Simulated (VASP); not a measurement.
**Ir: relaxation of cell and atoms with r2SCAN**

Ir:

```
Ir
1.0
     0.00000    1.92696    1.92696
     1.92696    0.00000    1.92696
     1.92696    1.92696    0.00000
Ir
1
Direct
  0.00000 0.00000 0.00000
```

| Item | Value |
| --- | --- |
| Program | VASP 6.6.1 |
| Task | relaxation of cell and atoms |
| Functional | r2SCAN |
| Potentials or basis | VASP PAW PBE potentials, release 64 (Ir) |
| Cutoff | 600 eV |
| k mesh | 18 × 18 × 18 |
| Occupations | gaussian, width 0.1 eV |
| Spin | no spin polarisation |
| Dipole correction | no |
| Further INCAR settings | ALGO = Normal; EDIFF = 1e-07; IBRION = 2; EDIFFG = -0.005; NSW = 100; ISIF = 3 |

```yaml
Relaxed_volume: 14.29 Å³/atom
Relaxed_cell: a = 2.724 Å, b = 2.724 Å, c = 2.724 Å, α = 60.00°, β = 60.00°, γ = 60.00°
Space_group_after_relaxing_to_0.05_Å: Fm-3m (No. 225)
Energy_gained_by_relaxing: 0.0 meV/atom
Ionic_steps: 3
Pressure_after_relaxing: 0.0 GPa
```

Final structure:
```xyz
1
Lattice="0.0000 1.9263 1.9263 1.9263 0.0000 1.9263 1.9263 1.9263 0.0000" Properties=species:S:1:pos:R:3 pbc="T T T"
Ir    0.0000    0.0000    0.0000
```

Levels at points of the mesh, in eV from the Fermi level:
```csv
k point,band 1,band 2,band 3,band 4,band 5,band 6,band 7,band 8
"(0.00, 0.00, 0.00)",-11.46,-3.98,-3.98,-3.98,-1.32,-1.32,15.08,20.88
"(0.50, 0.00, 0.00)",-8.35,-4.13,-4.13,-0.72,0.87,0.87,7.51,14.71
"(0.50, 0.50, 0.00)",-8.13,-7.55,0.78,1.50,1.50,1.74,10.88,12.23
```

Run time: 2.6 min on 1 thread of Intel(R) Xeon(R) Platinum 8259CL CPU @ 2.50GHz (Skylake/Cascade Lake) (shared host), peak memory 0.17 GiB.

Caveat: the PAW data sets were made with another functional, which shifts forces and pressure a little; spin-orbit coupling is left out, which moves the levels of the heavy elements.
